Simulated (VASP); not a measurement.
A run of VASP 6.6.1 is set up as follows.

The input INCAR:

```
ALGO = Normal
EDIFF = 1E-7
ENCUT = 520
GGA = PE
ISIF = 2
ISMEAR = 0
LASPH = T
LCHARG = F
LREAL = F
LWAVE = F
NBANDS = 21
NELM = 80
PREC = Accurate
SIGMA = 0.1
```

File KPOINTS:

```
k-points
0
Gamma
  16 16 16
```

The input POSCAR:

```
W
1.0
    3.2153987857      0.0000000000      0.0000000000
    0.0000000000      3.2153987857      0.0000000000
    0.0000000000      0.0000000000      3.2153987857
W
2
Direct
    0.0000000000      0.0000000000      0.0000000000
    0.5000000000      0.5000000000      0.5000000000
```

Potentials or basis: VASP PAW PBE potentials, release 64 (W_sv).

Run with:

```console
$ cat potpaw_PBE.64/W_sv/POTCAR > POTCAR
$ mpirun -np 1 vasp_std > vasp.out
```

Question: What does it give for the band gap on the k mesh?

Answer: Zero (bands 14 and 15 overlap by 1.03 eV).

Question: Estimate the pressure.

Answer: -8.0 GPa.

Caveat: the cell differs from its parent crystal (equal strain along all axes, cell held: +1.0 %); the cell stands under tension; spin-orbit coupling is left out, which moves the levels of the heavy elements.
